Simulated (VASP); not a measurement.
Runs of VASP 6.6.1 on Si5Ge2. The structure is that of space group R32 (No. 155), or close to it. The cells are those of the table. 

| cell | cutoff (eV) | smearing | gap on the mesh (eV) | pressure (GPa) | largest force (eV/Å) |
| --- | --- | --- | --- | --- | --- |
| a = 5.776, b = 5.773, c = 5.775 Å, angles 69.4, 69.4, 69.4°, 7 atoms | 520 | gaussian 0.1 eV | 0.93 | 0.0 | 0.01 |
| a = 5.763 Å, angles 69.6°, 7 atoms | 520 | gaussian 0.2 eV | 0.93 | 0.0 | 0.02 |
| a = 5.763 Å, angles 69.6°, 7 atoms | 500 | gaussian 0.1 eV | 0.93 | 0.0 | 0.02 |
| a = 5.782 Å, angles 69.3°, 7 atoms | 520 | gaussian 0.1 eV | 0.92 | (a) | 0.10 |

Alike in all rows: task single point; level PBE; potentials or basis VASP PAW PBE potentials, release 64 (Si, Ge_d); no spin polarisation; k mesh 3 × 3 × 3.

Task: Estimate the missing entries.

Result: (a) -0.2.

A k mesh can miss the band edges, and the runs leave out spin-orbit coupling on Ge.
